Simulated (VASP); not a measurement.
Runs of VASP 6.6.1 on ZnO (CsCl type). The structure is that of space group Pm-3m (No. 221), or close to it. The cells are those of the table. 

| task | cell | k mesh | cutoff (eV) | gap on the mesh (eV) | pressure (GPa) |
| --- | --- | --- | --- | --- | --- |
| relaxation of cell and atoms | relaxed from a = 2.714 Å, 2 atoms | 15 × 15 × 15 | 600 | none | 0.0 |
| single point | a = 2.688 Å, 2 atoms | 15 × 15 × 15 | 520 | none | (a) |
| single point | a = 2.384 Å, 2 atoms | 16 × 16 × 16 | 520 | 1.69 | 134.8 |
| relaxation of cell and atoms | relaxed to 130 GPa from a = 2.387 Å, 2 atoms | 16 × 16 × 16 | 600 | 1.63 | 129.9 |
| relaxation of cell and atoms | relaxed to 130 GPa from a = 2.385 Å, 2 atoms | 16 × 16 × 16 | 600 | 1.63 | 130.0 |
| single point | a = 2.385 Å, 2 atoms | 16 × 16 × 16 | 520 | 1.69 | 134.4 |

Alike in all rows: level PBE; potentials or basis VASP PAW PBE potentials, release 64 (Zn, O); no spin polarisation; smearing fermi-dirac 0.1 eV.

**Question.** Estimate the missing entries.

**Answer.** (a) 0.7.

Caveats: the cell stands under pressure (at least some runs); the cell is relaxed towards a set pressure, so the run minimises the enthalpy, not the energy (at least some runs).

A k mesh can miss the band edges.

A gap of «none» marks levels without a gap at the run's occupations.
